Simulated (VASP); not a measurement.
**HoSbTe3: single point with PBE**

HoSbTe3:

```xyz
5
Lattice="6.4547 0.0000 0.0000 -3.2274 5.5899 0.0000 0.0000 0.0000 5.7404" Properties=species:S:1:pos:R:3 pbc="T T T"
Ho    0.0000    0.0000    2.8702
Sb    0.0000    0.0000    0.0000
Te    3.2274    0.0000    0.0000
Te   -1.6137    2.7950    0.0000
Te    1.6137    2.7950    0.0000
```

The cell was generated, and may not be a known phase.

* Program: VASP 6.6.1
* Task: single point
* Functional: PBE
* Potentials or basis: VASP PAW PBE potentials, release 64 (Ho_3, Sb, Te), 4f in core
* Cutoff: 500 eV
* k mesh: 3 × 3 × 4
* Occupations: gaussian, width 0.1 eV
* Spin: no spin polarisation

```json
{
 "Pressure": "0.2 GPa",
 "Band gap on the k mesh": "zero (bands 16 and 17 overlap by 0.83 eV)"
}
```

Stress tensor (GPa, compression positive):
```
0.02 0.00 0.00
0.00 0.02 0.00
0.00 0.00 0.41
```

Levels at points of the mesh, in eV from the Fermi level:
| k point | band 14 | band 15 | band 16 | band 17 | band 18 | band 19 |
| --- | --- | --- | --- | --- | --- | --- |
| (0.00, 0.00, 0.00) | -0.70 | -0.57 | 0.20 | 0.20 | 0.77 | 0.77 |
| (0.00, 0.00, 0.50) | -1.46 | 0.53 | 0.53 | 0.87 | 0.87 | 1.40 |

It took 40 s on 1 thread of Intel(R) Xeon(R) Platinum 8488C (Sapphire Rapids), on a shared host, peak memory 0.32 GiB.

Caveat: the k points lie up to 0.37 Å⁻¹ apart, too coarse for converged energies and pressures of a metal; spin-orbit coupling is left out, which moves the levels of the heavy elements; the 4f electrons are frozen in the core, so they carry no moment and show no levels. Spin polarisation is off, so any magnetic state and its effect on volume and gap are missing.
